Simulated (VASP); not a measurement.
Set up this calculation in VASP 6.6.1, as the native input.

```yaml
Task: relaxation of cell and atoms
Functional: BLYP
Dispersion: D3(BJ)
Potentials_or_basis: VASP PAW PBE potentials, release 64 (Bi_d, Te)
Cutoff: 600 eV
k_mesh: 7 × 7 × 7
Occupations: fermi-dirac, width 0.05 eV
Spin: no spin polarisation
Dipole_correction: no
Further_INCAR_settings: ALGO = Normal; EDIFF = 1e-07; IBRION = 2; EDIFFG = -0.01; NSW = 60; ISIF = 3
```

The structure of BiTe lies in POSCAR:

```
BiTe
1.0
    0.0000000000      3.2350000000      3.2350000000
    3.2350000000      0.0000000000      3.2350000000
    3.2350000000      3.2350000000      0.0000000000
Bi Te
1 1
Direct
    0.0000000000      0.0000000000      0.0000000000
    0.5000000000      0.5000000000      0.5000000000
```

One way to write it, as run:

INCAR

```
SYSTEM = BiTe
  PREC = Accurate
  ENCUT = 600
  EDIFF = 1E-7
  ISMEAR = -1
  SIGMA = 0.05
  LREAL = .False.
  LASPH = .True.
  NELM = 60
  ALGO = Normal
  ISIF = 3
  LWAVE = .False.
  LCHARG = .False.
  GGA = B5
  ALDAX = 1.0
  AGGAX = 1.0
  AGGAC = 1.0
  ALDAC = 0.0
  IVDW = 12
  VDW_S6 = 1.0
  VDW_S8 = 2.6996
  VDW_A1 = 0.4298
  VDW_A2 = 4.2359
  IBRION = 2
  NSW = 60
  EDIFFG = -0.01
```

KPOINTS

```
regular mesh
0
Gamma
  7 7 7
  0 0 0
```

Potentials or basis: VASP PAW PBE potentials, release 64 (Bi_d, Te).

Run with:

```sh
$ cat potpaw_PBE.64/Bi_d/POTCAR potpaw_PBE.64/Te/POTCAR > POTCAR
$ mpirun -np 1 vasp_std > vasp.out
```

It gave:

```
Relaxed volume                         : 33.41 Å³/atom
Relaxed cell                           : a = 4.555 Å, b = 4.555 Å, c = 4.555 Å, α = 60.00°, β = 60.00°, γ = 60.00°
Space group after relaxing (to 0.05 Å) : Fm-3m (No. 225)
Energy gained by relaxing              : 0.9 meV/atom
Ionic steps                            : 3
Pressure after relaxing                : 0.0 GPa
Dispersion energy per atom             : -1.088 eV
```

Caveat: the PAW data sets were made with another functional, which shifts forces and pressure a little; pairwise dispersion overbinds metals, which lowers pressure and volume.

It took 66 s on 1 thread of Intel(R) Xeon(R) 6975P-C (Granite Rapids), on a shared host, peak memory 0.26 GiB.
